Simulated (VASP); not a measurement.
# GaP (I-4m2) in VASP: notebook

Runs on GaP. Level: r2SCAN. Tasks: single point.

Program: VASP 6.6.1. These are calculated values, not measurements. Logs are shortened: lines on timing, memory, paths and dates and some standing lists are left out, and cuts for length are marked.

## Step 1: The cell of the first run

It takes space group I-4m2 (No. 119, tetragonal). Conventional cell: a = 3.531 Å, b = 3.531 Å, c = 6.492 Å, α = 90.00°, β = 90.00°, γ = 90.00°. Within 3.2 Å of Ga (site symmetry -4m2) lie 4 P at 2.40 Å. Within 3.2 Å of P (site symmetry -4m2) lie 4 Ga at 2.40 Å.

## Step 2: Single point, r2SCAN

POSCAR reads:

```
GaP
1.0
    0.0000000000      2.4970384564      3.2461499933
    2.4970384564      0.0000000000      3.2461499933
    2.4970384564      2.4970384564      0.0000000000
Ga P
1 1
Direct
    0.0000000000      0.0000000000      0.0000000000
    0.7500000000      0.7500000000      0.7500000000
```

INCAR.step1 reads:

```
PREC = Accurate ; ENCUT = 520
ISMEAR = 0 ; SIGMA = 0.05
LREAL = False ; LASPH = True
NELM = 100 ; NBANDS = 16
GGA = PE ; ALGO = Normal
EDIFF = 1E-4 ; LWAVE = True
LCHARG = False
```

INCAR.step2 reads:

```
PREC = Accurate ; ENCUT = 520
EDIFF = 1E-6 ; ISMEAR = 0
SIGMA = 0.05 ; LREAL = False
LASPH = True ; NELM = 100
ALGO = Normal ; ISIF = 2
LWAVE = False ; LCHARG = False
METAGGA = R2SCAN ; LMIXTAU = True
NBANDS = 16 ; ISTART = 1
```

KPOINTS reads:

```
regular mesh
0
Gamma
  10 10 10
```

Potentials or basis: VASP PAW PBE potentials, release 64 (Ga_d, P).

Started as:

```bash
> cat potpaw_PBE.64/Ga_d/POTCAR potpaw_PBE.64/P/POTCAR > POTCAR
> cp INCAR.step1 INCAR
> mpirun -np 1 vasp_std > vasp.out
> cp INCAR.step2 INCAR
> mpirun -np 1 vasp_std > vasp.out
```

OUTCAR:

```text
PREC = Accurate
   ENCUT = 520
   EDIFF = 1E-6
   ISMEAR = 0
   LREAL = False
   LASPH = True
   NELM = 100
   ISIF = 2
   METAGGA = R2SCAN
   ISTART = 1

 ion  position               nearest neighbor table
   1  0.000  0.000  0.000-   2 2.40   2 2.40   2 2.40   2 2.40
   2  0.750  0.750  0.750-   1 2.40   1 2.40   1 2.40   1 2.40

  LATTYP: Found a body centered tetragonal cell.
 ALAT       =     3.5313456508
 C/A-ratio  =     1.8384776311

  Lattice vectors:

 A1 = (  -2.4970384564,   0.0000000000,   3.2461499933)
 A2 = (   2.4970384564,   0.0000000000,   3.2461499933)
 A3 = (   0.0000000000,   2.4970384564,  -3.2461499933)

Analysis of symmetry for initial positions (statically):
=====================================================================
 Subroutine PRICEL returns:
 Original cell was already a primitive cell.

 Routine SETGRP: Setting up the symmetry group for a
 body centered tetragonal supercell.

 Subroutine GETGRP returns: Found  8 space group operations
 (whereof  8 operations were pure point group operations)
 out of a pool of 16 trial point group operations.

The static configuration has the point symmetry D_2d.

Analysis of symmetry for dynamics (positions and initial velocities):
=====================================================================
 Subroutine PRICEL returns:
 Original cell was already a primitive cell.

 Routine SETGRP: Setting up the symmetry group for a
 body centered tetragonal supercell.

 Subroutine GETGRP returns: Found  8 space group operations
 (whereof  8 operations were pure point group operations)
 out of a pool of 16 trial point group operations.

The dynamic configuration has the point symmetry D_2d.

 Subroutine INISYM returns: Found  8 space group operations
 (whereof  8 operations are pure point group operations),
 and found     1 'primitive' translations

----------------------------------------------------------------------------------------

                                     Primitive cell

  volume of cell :      40.4808

  direct lattice vectors                    reciprocal lattice vectors
     0.000000000  2.497038456  3.246149993    -0.200237204  0.200237204  0.154028619
     2.497038456  0.000000000  3.246149993     0.200237204 -0.200237204  0.154028619
     2.497038456  2.497038456  0.000000000     0.200237204  0.200237204 -0.154028619

  length of vectors
     4.095447574  4.095447574  3.531345651     0.322358018  0.322358018  0.322358018

  position of ions in fractional coordinates (direct lattice)
     0.000000000  0.000000000  0.000000000
     0.750000000  0.750000000  0.750000000

  ion indices of the primitive-cell ions
   primitive index   ion index
                 1           1
                 2           2

----------------------------------------------------------------------------------------

 KPOINTS: regular mesh

Automatic generation of k-mesh.
 Grid dimensions read from file:
 generate k-points for:   10   10   10

 Generating k-lattice:

  Cartesian coordinates                     Fractional coordinates (reciprocal lattice)
    -0.020023720  0.020023720  0.015402862     0.100000000 -0.000000000  0.000000000
     0.020023720 -0.020023720  0.015402862    -0.000000000  0.100000000  0.000000000
     0.020023720  0.020023720 -0.015402862     0.000000000  0.000000000  0.100000000

  Length of vectors
     0.032235802  0.032235802  0.032235802

  Shift w.r.t. Gamma in fractional coordinates (k-lattice)
     0.000000000  0.000000000  0.000000000

 Subroutine IBZKPT returns following result:
 ===========================================

 Found    102 irreducible k-points:

 Following reciprocal coordinates:
            Coordinates               Weight
  0.000000  0.000000  0.000000      1.000000
  0.100000  0.000000  0.000000      8.000000
  0.200000  0.000000  0.000000      8.000000
  0.300000 -0.000000  0.000000      8.000000
  0.400000  0.000000  0.000000      8.000000
  0.500000 -0.000000  0.000000      4.000000
[... 16 lines left out ...]
  0.300000  0.300000  0.000000      2.000000
  0.400000  0.300000  0.000000      8.000000
 [... further k-points ...]
   k-points           NKPTS =    102   k-points in BZ     NKDIM =    102   number of bands    NBANDS=     16
   number of dos      NEDOS =    301   number of ions     NIONS =      2
   total plane-waves  NPLWV =  25200
   dimension x,y,z NGX =    30 NGY =   30 NGZ =   28
   dimension x,y,z NGXF=    60 NGYF=   60 NGZF=   56
   ions per type =               1   1
   NGX,Y,Z   is equivalent  to a cutoff of  12.18, 12.18, 13.18 a.u.
   NGXF,Y,Z  is equivalent  to a cutoff of  24.36, 24.36, 26.36 a.u.
 SYSTEM =  unknown system
   PREC   = accura    normal or accurate (medium, high low for compatibility)
   ISTART =      1    job   : 0-new  1-cont  2-samecut
   ICHARG =      0    charge: 1-file 2-atom 10-const
   ISPIN  =      1    spin polarized calculation?
   LNONCOLLINEAR =      F non collinear calculations
   LSORBIT =      F    spin-orbit coupling
   LASPH  =      T    aspherical Exc in radial PAW
   ENCUT  =  520.0 eV  38.22 Ry    6.18 a.u.   7.61  7.61  6.57*2*pi/ulx,y,z
   NELM   =    100;   NELMIN=  2; NELMDL=  0     # of ELM steps
   EDIFF  = 0.1E-05   stopping-criterion for ELM
   LREAL  =      F    real-space projection
   EDIFFG = 0.1E-04   stopping-criterion for IOM
   NSW    =      0    number of steps for IOM
   IBRION =     -1    ionic relax: 0-MD 1-quasi-New 2-CG
   NFREE  =      0    steps in history (QN), initial steepest desc. (CG)
   ISIF   =      2    stress and relaxation
   ISYM   =      2    0-nonsym 1-usesym 2-fastsym
   POTIM  = 0.5000    time-step for ionic-motion
   TEBEG  =    0.0;   TEEND  =   0.0 temperature during run
   PSTRESS=    0.0 pullay stress
   NELECT =      18.0000    total number of electrons
   NUPDOWN=      -1.0000    fix difference up-down
   EMIN   =  10.00;   EMAX   =-10.00  energy-range for DOS
   EFERMI =   0.00;   METHOD = LEGACY
   ISMEAR =     0;   SIGMA  =   0.05  broadening in eV -4-tet -1-fermi 0-gaus
   EFERMI_NEDOS =   21; number of points for ismear=-14 and -15
   IALGO  =     38    algorithm
   IMIX   =      4    mixing-type and parameters
     AMIX     =   0.40;   BMIX     =  1.00
     AMIX_MAG =   1.60;   BMIX_MAG =  1.00
  volume/ion in A,a.u.               =      20.24       136.59
  Fermi-wavevector in a.u.,A,eV,Ry     =   1.249538  2.361284 21.243377  1.561344
  Thomas-Fermi vector in A             =   2.383574
   LORBIT       =      0    0 simple, 1 ext, 2 COOP (PROOUT), +10 PAW based schemes
   METAGGA = R2SCAN    functional components
   LHFCALC =     F    Hartree Fock is set to
   AEXX    =    0.0000 exact exchange contribution
   IVDW    =     0    specifies the selected vdW correction
   LEPSILON=     F    determine dielectric tensor
   LRPA    =     F    only Hartree local field effects (RPA)
 non-spin polarized calculation
 Gauss-broadening in eV      SIGMA  =   0.05
  energy-cutoff  :      520.00
  volume of cell :       40.48
 maximum number of plane-waves:      1120
   NGX = 15   NGY = 15   NGZ = 13

 number of electron      18.0000001 magnetization

 Free energy of the ion-electron system (eV)
  ---------------------------------------------------
  ext. energy  EPLUGINS =         0.00000000
  ---------------------------------------------------
  free energy    TOTEN  =       -20.84493317 eV

  energy without entropy =      -20.84467615  energy(sigma->0) =      -20.84480466

 E-fermi :   5.2634     XC(G=0): -10.6002

 val. band max:        5.2480030649   @ k =   0.0000   0.0000   0.0000
 cond. band min:       5.2767024212   @ k =  -0.1000   0.1000   0.0000
 fundamental gap:      0.0286993562
 Fermi energy:         5.2633554108

 k-point     1 :       0.0000    0.0000    0.0000
  band No.  band energies     occupation
      1     -10.6428      2.00000
      2     -10.5479      2.00000
      3     -10.5478      2.00000
      4     -10.5073      2.00000
      5     -10.4893      2.00000
      6      -8.3941      2.00000
[... 8 lines left out ...]
     15      14.4715      0.00000
     16      14.4931      0.00000

 k-point     2 :       0.1000    0.0000    0.0000
  band No.  band energies     occupation
      1     -10.6402      2.00000
      2     -10.5568      2.00000
      3     -10.5457      2.00000
      4     -10.5091      2.00000
      5     -10.4852      2.00000
      6      -8.2567      2.00000
[... 8 lines left out ...]
     15      14.7366      0.00000
     16      15.6635      0.00000

 k-point     3 :       0.2000    0.0000    0.0000
  band No.  band energies     occupation
      1     -10.6364      2.00000
      2     -10.5754      2.00000
      3     -10.5405      2.00000
      4     -10.5130      2.00000
      5     -10.4751      2.00000
      6      -7.8574      2.00000
[... 8 lines left out ...]
     15      15.5556      0.00000
     16      15.5876      0.00000

 k-point     4 :       0.3000   -0.0000    0.0000
  band No.  band energies     occupation
      1     -10.6418      2.00000
      2     -10.5870      2.00000
      3     -10.5363      2.00000
      4     -10.5157      2.00000
      5     -10.4623      2.00000
      6      -7.2451      2.00000
[... 8 lines left out ...]
     15      15.0348      0.00000
     16      16.4103      0.00000
[... 324 lines left out ...]
 k-point    22 :      -0.2000    0.2000    0.0000
  band No.  band energies     occupation
      1     -10.6382      2.00000
      2     -10.5931      2.00000
      3     -10.5331      2.00000
      4     -10.5226      2.00000
      5     -10.4601      2.00000
      6      -6.8912      2.00000
[... 8 lines left out ...]
     15      15.7254      0.00000
     16      16.3746      0.00000

 k-point    23 :       0.3000    0.3000    0.0000
  band No.  band energies     occupation
      1     -10.6923      2.00000
      2     -10.5218      2.00000
      3     -10.5217      2.00000
      4     -10.5031      2.00000
      5     -10.4763      2.00000
      6      -7.2959      2.00000
[... 8 lines left out ...]
     15      17.5337      0.00000
     16      18.3084      0.00000

 k-point    24 :       0.4000    0.3000    0.0000
  band No.  band energies     occupation
      1     -10.6959      2.00000
      2     -10.5243      2.00000
      3     -10.5170      2.00000
      4     -10.5037      2.00000
      5     -10.4728      2.00000
      6      -6.8536      2.00000
[... 8 lines left out ...]
     15      17.8738      0.00000
     16      18.0093      0.00000

 [... further k-points ...]
[... 5 lines left out ...]
  --------------------------------------------------------------------------------------
  -------------------------------------------------------------------------------------
  Total        2.3970965      2.3970965     -5.3016781      0.0000000     -0.0000000      0.0000000
  in kB       94.8739666     94.8739666   -209.8335362      0.0000000     -0.0000000      0.0000000
  external PRESSURE =      -6.6952010 kB  Pullay stress =       0.0000000 kB

 VOLUME and BASIS-vectors are now :
 -----------------------------------------------------------------------------
  energy-cutoff  :      520.00
  volume of cell :       40.48
      direct lattice vectors                 reciprocal lattice vectors
     0.000000000  2.497038456  3.246149993    -0.200237204  0.200237204  0.154028619
     2.497038456  0.000000000  3.246149993     0.200237204 -0.200237204  0.154028619
     2.497038456  2.497038456  0.000000000     0.200237204  0.200237204 -0.154028619

 POSITION                                       TOTAL-FORCE (eV/Angst)
 -----------------------------------------------------------------------------------
      0.00000      0.00000      0.00000        -0.000000      0.000000     -0.000000
      3.74556      3.74556      4.86922         0.000000     -0.000000      0.000000
 -----------------------------------------------------------------------------------
    total drift:                                0.000152      0.000152     -0.000094

  FREE ENERGIE OF THE ION-ELECTRON SYSTEM (eV)
  ---------------------------------------------------
  free  energy   TOTEN  =       -20.8449331703 eV

  energy  without entropy=      -20.8446761458  energy(sigma->0) =      -20.84480466
```

It took 2.3 min on 1 thread of AMD EPYC 9R45 (Zen 5), shared host; peak memory 0.18 GiB.

Results:

- Free energy: -20.8449 eV
- Pressure: -0.7 GPa
- Band gap on the k mesh: zero (bands 9 and 10 overlap by 0.05 eV)

Stress tensor (GPa, compression positive):
```
  9.49   0.00   0.00
  0.00   9.49   0.00
  0.00   0.00 -20.98
```

Caveat: the stress differs along the axes, from -21 to 9 GPa; semilocal functionals underestimate gaps, and a narrow one can read as zero; the PAW data sets were made with another functional, which shifts forces and pressure a little.

## Step 3: Single point, r2SCAN

This run uses another cell than the first one, of the same volume but with other edges.

POSCAR reads:

```
GaP
1.0
    0.0000000000      2.8020576903      2.5778930751
    2.8020576903      0.0000000000      2.5778930751
    2.8020576903      2.8020576903      0.0000000000
Ga P
1 1
Direct
    0.0000000000      0.0000000000      0.0000000000
    0.7500000000      0.7500000000      0.7500000000
```

INCAR.step1 reads:

```
SYSTEM = GaP
PREC = Accurate
ENCUT = 520
ISMEAR = 0
SIGMA = 0.05
LREAL = .FALSE.
LASPH = .TRUE.
NELM = 60
NBANDS = 16
GGA = PE
ALGO = Normal
EDIFF = 1E-4
LWAVE = .TRUE.
LCHARG = .FALSE.
```

INCAR.step2 reads:

```
SYSTEM = GaP
PREC = Accurate
ENCUT = 520
EDIFF = 1E-7
ISMEAR = 0
SIGMA = 0.05
LREAL = .FALSE.
LASPH = .TRUE.
NELM = 60
ALGO = Normal
ISIF = 2
LWAVE = .FALSE.
LCHARG = .FALSE.
METAGGA = R2SCAN
LMIXTAU = .TRUE.
NBANDS = 16
ISTART = 1
```

KPOINTS reads:

```
regular mesh
0
G
  10 10 10
  0 0 0
```

Potentials or basis: VASP PAW PBE potentials, release 64 (Ga_d, P).

Started as:

```bash
> cat potpaw_PBE.64/Ga_d/POTCAR potpaw_PBE.64/P/POTCAR > POTCAR
> cp INCAR.step1 INCAR
> mpirun -np 1 vasp_std > vasp.out
> cp INCAR.step2 INCAR
> mpirun -np 1 vasp_std > vasp.out
```

Wall time 2.3 min (1 thread of AMD EPYC 9R45 (Zen 5), shared host); peak memory 0.18 GiB.

The run converged. Its results:

| Item | Value |
| --- | --- |
| Free energy | -21.4213 eV |
| Pressure | -0.2 GPa |
| Band gap on the k mesh | 1.06 eV (least direct gap 2.01 eV) |

Stress tensor (GPa, compression positive):
```
-2.10  0.00  0.00
 0.00 -2.10  0.00
 0.00  0.00  3.73
```

Levels at points of the mesh, in eV from the valence-band top:
| k point | band 6 | band 7 | band 8 | band 9 | band 10 | band 11 | band 12 | band 13 |
| --- | --- | --- | --- | --- | --- | --- | --- | --- |
| (0.00, 0.00, 0.00) | -13.29 | -0.43 | -0.43 | 0.00 | 2.01 | 3.82 | 4.02 | 4.02 |
| (0.50, 0.00, 0.00) | -11.13 | -7.12 | -1.78 | -1.12 | 1.61 | 4.46 | 5.28 | 8.64 |
| (0.50, 0.50, 0.00) | -9.95 | -6.85 | -3.46 | -3.46 | 1.26 | 1.27 | 11.00 | 11.00 |
| (0.50, 0.00, 0.50) | -10.33 | -7.41 | -2.89 | -2.82 | 1.86 | 2.12 | 10.62 | 10.67 |

Caveat: the stress differs along the axes, from -2 to 4 GPa; the PAW data sets were made with another functional, which shifts forces and pressure a little. A k mesh can miss the band edges.

The gap in the log of VASP goes by the Fermi energy; the results here count the filled bands.